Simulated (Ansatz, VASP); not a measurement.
Two plane-wave programs on Ag

```
Ag
1.0
     0.00000    2.05218    2.05218
     2.05218    0.00000    2.05218
     2.05218    2.05218    0.00000
Ag
1
Direct
  0.00000 0.00000 0.00000
```

Alike in both runs: task single point; functional r2SCAN; k mesh 8 × 8 × 8; occupations gaussian, width 0.1 eV; no spin polarisation.

|  | VASP | Ansatz |
| --- | --- | --- |
| version | VASP 6.6.1 | Ansatz 0.2.0 |
| potentials or method | VASP PAW PBE potentials, release 64 (Ag), cutoff 550 eV | scalar-relativistic, plane waves, PAW |
| valence electrons in the cell | 11 | 19 |

VASP gave:

* gap on the k mesh at the Fermi level (eV): none
* pressure (GPa): 0.7

Q: What did Ansatz give for the same quantities?

A: gap on the k mesh at the Fermi level (eV): none; pressure (GPa): 0.6.

VASP's potentials were made for PBE, not for r2SCAN. A gap of «none» marks a metal or a gap that the smearing closes. VASP's potentials hold 11 valence electrons a cell and Ansatz's 19, so a difference there can come from the potentials and not from the codes.
